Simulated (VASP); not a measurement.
# Ti in VASP: a series of runs, part 2 of 3

VASP 6.6.1.

### 4 Electric field gradients, PBEsol (volume scaled by 1.06)

The input, INCAR:

```
PREC = Accurate ; ENCUT = 520
EDIFF = 1E-8 ; ISMEAR = -1
SIGMA = 0.05 ; LREAL = F
LASPH = T ; NELM = 100
ALGO = Normal ; ISIF = 2
LWAVE = F ; LCHARG = F
GGA = PS ; LEFG = T
NBANDS = 12
```

The input, KPOINTS:

```
Automatic mesh
0
Gamma
  14 14 14
```

The input, POSCAR:

```
Ti
1.0
   -1.6731846416      1.6731846416      1.6731846416
    1.6731846416     -1.6731846416      1.6731846416
    1.6731846416      1.6731846416     -1.6731846416
Ti
1
Direct
    0.0000000000      0.0000000000      0.0000000000
```

Potentials or basis: VASP PAW PBE potentials, release 64 (Ti_sv).

On the command line:

```console
$ cat potpaw_PBE.64/Ti_sv/POTCAR > POTCAR
$ mpirun -np 1 vasp_std > vasp.out
```

OUTCAR:

```text
PREC = Accurate
   ENCUT = 520
   EDIFF = 1E-8
   ISMEAR = -1
   LREAL = F
   LASPH = T
   NELM = 100
   ISIF = 2
   GGA = PS

 ion  position               nearest neighbor table
   1  0.000  0.000  0.000-

  LATTYP: Found a body centered cubic cell.
 ALAT       =     3.3463692832

  Lattice vectors:

 A1 = (  -1.6731846416,   1.6731846416,   1.6731846416)
 A2 = (   1.6731846416,  -1.6731846416,   1.6731846416)
 A3 = (   1.6731846416,   1.6731846416,  -1.6731846416)

Analysis of symmetry for initial positions (statically):
=====================================================================
 Subroutine PRICEL returns:
 Original cell was already a primitive cell.

 Routine SETGRP: Setting up the symmetry group for a
 body centered cubic supercell.

 Subroutine GETGRP returns: Found 48 space group operations
 (whereof 48 operations were pure point group operations)
 out of a pool of 48 trial point group operations.

The static configuration has the point symmetry O_h .

Analysis of symmetry for dynamics (positions and initial velocities):
=====================================================================
 Subroutine PRICEL returns:
 Original cell was already a primitive cell.

 Routine SETGRP: Setting up the symmetry group for a
 body centered cubic supercell.

 Subroutine GETGRP returns: Found 48 space group operations
 (whereof 48 operations were pure point group operations)
 out of a pool of 48 trial point group operations.

[... 161 lines left out ...]
      7       8.1100      0.00000
      8       8.1100      0.00000
      9       9.7214      0.00000
     10       9.7214      0.00000
     11      24.0837      0.00000
     12      24.0837      0.00000
[... 331 lines left out ...]
 k-point    24 :       0.3571    0.2857   -0.0000
  band No.  band energies     occupation
      1     -49.1460      2.00000
      2     -25.6886      2.00000
      3     -25.6064      2.00000
      4     -25.3492      2.00000
      5       6.1762      2.00000
      6       6.7008      1.99989
      7       6.8369      1.99838
      8       9.8045      0.00000
      9      10.0119      0.00000
     10      13.7477      0.00000
     11      14.9579      0.00000
     12      15.9309      0.00000

 [... further k-points ...]

------------------------ aborting loop because EDIFF is reached ----------------------------------------

  FORCE on cell =-STRESS in cart. coord.  units (eV):
  Direction    XX          YY          ZZ          XY          YZ          ZX
  --------------------------------------------------------------------------------------
  -------------------------------------------------------------------------------------
  Total       -1.3408630     -1.3408630     -1.3408630     -0.0000000      0.0000000     -0.0000000
  in kB     -114.6577471   -114.6577471   -114.6577471     -0.0000000      0.0000000     -0.0000000
  external PRESSURE =    -114.6577471 kB  Pullay stress =       0.0000000 kB

 VOLUME and BASIS-vectors are now :
 -----------------------------------------------------------------------------
  energy-cutoff  :      520.00
  volume of cell :       18.74
      direct lattice vectors                 reciprocal lattice vectors
    -1.673184642  1.673184642  1.673184642     0.000000000  0.298831335  0.298831335
     1.673184642 -1.673184642  1.673184642     0.298831335  0.000000000  0.298831335
     1.673184642  1.673184642 -1.673184642     0.298831335  0.298831335  0.000000000

 POSITION                                       TOTAL-FORCE (eV/Angst)
 -----------------------------------------------------------------------------------
      0.00000      0.00000      0.00000         0.000000     -0.000000     -0.000000
 -----------------------------------------------------------------------------------
    total drift:                                0.000000      0.000000      0.000000

  FREE ENERGIE OF THE ION-ELECTRON SYSTEM (eV)
  ---------------------------------------------------
  free  energy   TOTEN  =        -8.1569828629 eV

  energy  without entropy=       -8.1350314376  energy(sigma->0) =       -8.14600715

 Electric field gradients (V/A^2)
---------------------------------------------------------------------
 ion       V_xx      V_yy      V_zz      V_xy      V_xz      V_yz
---------------------------------------------------------------------
   1       0.000     0.000    -0.000     0.001     0.001     0.001
---------------------------------------------------------------------

 Electric field gradients after diagonalization (V/A^2)
 (convention: |V_zz| > |V_xx| > |V_yy|)
----------------------------------------------------------------------
 ion       V_xx      V_yy      V_zz     asymmetry (V_yy - V_xx)/ V_zz
----------------------------------------------------------------------
   1      -0.001    -0.001     0.002       0.000
----------------------------------------------------------------------

           NMR quadrupolar parameters

 Cq : quadrupolar parameter    Cq=e*Q*V_zz/h
 eta: asymmetry parameters     (V_yy - V_xx)/ V_zz
 Q  : nuclear electric quadrupole moment in mb (millibarn)
----------------------------------------------------------------------
 ion       Cq(MHz)       eta       Q (mb)
----------------------------------------------------------------------
   1       0.000       0.000       1.000
----------------------------------------------------------------------
```

Run time: 8.6 s. Hardware: 1 thread of Intel Xeon 6975P-C (Granite Rapids), shared host; peak memory 0.15 GiB.

Results:

- Free energy: -8.1570 eV
- Pressure: -11.5 GPa
- Band gap on the k mesh: zero (band 6 reaches 8.11 eV, above the bottom of band 7 at 6.58 eV)

Caveat: without QUAD_EFG the Cq values of the log hold for a quadrupole moment of 1 mb, not for the nuclei; the PAW data sets were made with another functional, which shifts forces and pressure a little.

### 5 Electric field gradients, PBEsol (equal xx and yy strain of -2 %)

The input, INCAR:

```
SYSTEM = Ti
PREC = Accurate ; ENCUT = 520
EDIFF = 1E-8 ; ISMEAR = -1
SIGMA = 0.05 ; LREAL = .False.
LASPH = .True. ; NELM = 100
ALGO = Normal ; ISIF = 2
LWAVE = .False. ; LCHARG = .False.
GGA = PS ; LEFG = .True.
NBANDS = 12
```

The input, KPOINTS:

```
Automatic mesh
0
Gamma
  14 14 14
  0 0 0
```

The input, POSCAR:

```
Ti
1.0
   -1.6081800000      1.6081800000      1.6410000000
    1.6081800000     -1.6081800000      1.6410000000
    1.6081800000      1.6081800000     -1.6410000000
Ti
1
Direct
    0.0000000000      0.0000000000      0.0000000000
```

Potentials or basis: VASP PAW PBE potentials, release 64 (Ti_sv).

On the command line:

```console
$ cat potpaw_PBE.64/Ti_sv/POTCAR > POTCAR
$ mpirun -np 1 vasp_std > vasp.out
```

OUTCAR:

```text
SYSTEM = Ti
   PREC = Accurate
   ENCUT = 520
   EDIFF = 1E-8
   ISMEAR = -1
   LREAL = .False.
   LASPH = .True.
   NELM = 100
   ISIF = 2
   GGA = PS

 ion  position               nearest neighbor table
   1  0.000  0.000  0.000-

  LATTYP: Found a body centered tetragonal cell.
 ALAT       =     3.2163600000
 C/A-ratio  =     1.0204081633

  Lattice vectors:

 A1 = (  -1.6081800000,   1.6081800000,   1.6410000000)
 A2 = (   1.6081800000,  -1.6081800000,   1.6410000000)
 A3 = (   1.6081800000,   1.6081800000,  -1.6410000000)

Analysis of symmetry for initial positions (statically):
=====================================================================
 Subroutine PRICEL returns:
 Original cell was already a primitive cell.

 Routine SETGRP: Setting up the symmetry group for a
 body centered tetragonal supercell.

 Subroutine GETGRP returns: Found 16 space group operations
 (whereof 16 operations were pure point group operations)
 out of a pool of 16 trial point group operations.

The static configuration has the point symmetry D_4h.

Analysis of symmetry for dynamics (positions and initial velocities):
=====================================================================
 Subroutine PRICEL returns:
 Original cell was already a primitive cell.

 Routine SETGRP: Setting up the symmetry group for a
 body centered tetragonal supercell.

 Subroutine GETGRP returns: Found 16 space group operations
 (whereof 16 operations were pure point group operations)
 out of a pool of 16 trial point group operations.

The dynamic configuration has the point symmetry D_4h.

 Subroutine INISYM returns: Found 16 space group operations
 (whereof 16 operations are pure point group operations),
[... 154 lines left out ...]
      4     -23.9816      2.00000
      5       2.1934      2.00000
      6       9.1509      0.00000
      7       9.1509      0.00000
      8       9.2963      0.00000
      9      10.9316      0.00000
     10      11.1023      0.00000
     11      25.5413      0.00000
     12      25.9013      0.00000
[... 331 lines left out ...]
 k-point    24 :       0.2857    0.1429   -0.0000
  band No.  band energies     occupation
      1     -47.9326      2.00000
      2     -24.5694      2.00000
      3     -24.2010      2.00000
      4     -24.0258      2.00000
      5       5.6926      2.00000
      6       7.9525      1.98169
      7       8.2699      0.31842
      8      10.7477      0.00000
      9      11.3213      0.00000
     10      12.3883      0.00000
     11      19.4337      0.00000
     12      21.7193      0.00000

 [... further k-points ...]
[... 5 lines left out ...]
  --------------------------------------------------------------------------------------
  -------------------------------------------------------------------------------------
  Total       -0.3321507     -0.3321507     -0.2859070      0.0000000      0.0000000      0.0000000
  in kB      -31.3478573    -31.3478573    -26.9834548      0.0000000      0.0000000      0.0000000
  external PRESSURE =     -29.8930565 kB  Pullay stress =       0.0000000 kB

 VOLUME and BASIS-vectors are now :
 -----------------------------------------------------------------------------
  energy-cutoff  :      520.00
  volume of cell :       16.98
      direct lattice vectors                 reciprocal lattice vectors
    -1.608180000  1.608180000  1.641000000     0.000000000  0.310910470  0.304692261
     1.608180000 -1.608180000  1.641000000     0.310910470  0.000000000  0.304692261
     1.608180000  1.608180000 -1.641000000     0.310910470  0.310910470  0.000000000

 POSITION                                       TOTAL-FORCE (eV/Angst)
 -----------------------------------------------------------------------------------
      0.00000      0.00000      0.00000        -0.000000      0.000000      0.000000
 -----------------------------------------------------------------------------------
    total drift:                                0.000000      0.000000     -0.000000

  FREE ENERGIE OF THE ION-ELECTRON SYSTEM (eV)
  ---------------------------------------------------
  free  energy   TOTEN  =        -8.2396246808 eV

  energy  without entropy=       -8.2200426093  energy(sigma->0) =       -8.22983365

 Electric field gradients (V/A^2)
---------------------------------------------------------------------
 ion       V_xx      V_yy      V_zz      V_xy      V_xz      V_yz
---------------------------------------------------------------------
   1       0.167     0.167    -0.334    -0.000     0.000     0.000
---------------------------------------------------------------------

 Electric field gradients after diagonalization (V/A^2)
 (convention: |V_zz| > |V_xx| > |V_yy|)
----------------------------------------------------------------------
 ion       V_xx      V_yy      V_zz     asymmetry (V_yy - V_xx)/ V_zz
----------------------------------------------------------------------
   1       0.167     0.167    -0.334       0.000
----------------------------------------------------------------------

           NMR quadrupolar parameters

 Cq : quadrupolar parameter    Cq=e*Q*V_zz/h
 eta: asymmetry parameters     (V_yy - V_xx)/ V_zz
 Q  : nuclear electric quadrupole moment in mb (millibarn)
----------------------------------------------------------------------
 ion       Cq(MHz)       eta       Q (mb)
----------------------------------------------------------------------
   1      -0.001       0.000       1.000
----------------------------------------------------------------------
```

Run time: 30 s. Hardware: 1 thread of Intel Xeon 6975P-C, shared host; peak memory 0.18 GiB.

Results:

| Quantity | Value |
| --- | --- |
| Free energy | -8.2396 eV |
| Pressure | -3.0 GPa |
| Band gap on the k mesh | zero (band 6 reaches 9.16 eV, above the bottom of band 7 at 7.54 eV) |

Levels at points of the mesh, in eV from the Fermi level:
| k point | band 4 | band 5 | band 6 | band 7 | band 8 | band 9 |
| --- | --- | --- | --- | --- | --- | --- |
| (0.00, 0.00, 0.00) | -32.17 | -5.99 | 0.96 | 0.96 | 1.11 | 2.74 |
| (0.50, 0.00, 0.00) | -32.17 | -2.51 | -0.36 | 1.18 | 2.75 | 3.18 |
| (0.50, 0.50, 0.00) | -32.18 | -2.51 | -0.54 | 1.32 | 2.93 | 3.24 |
| (0.50, 0.50, 0.50) | -32.66 | -2.20 | -2.15 | 4.03 | 4.07 | 4.07 |

Electric field gradients, principal values (V/Å²):
```
atom  least  middle  greatest (by size)
1 Ti  0.167   0.167              -0.334
```

Caveat: the cell differs from its parent crystal (equal xx and yy strain of -2 %); without QUAD_EFG the Cq values of the log hold for a quadrupole moment of 1 mb, not for the nuclei; the PAW data sets were made with another functional, which shifts forces and pressure a little.

(Continued in part 3 of 3.)
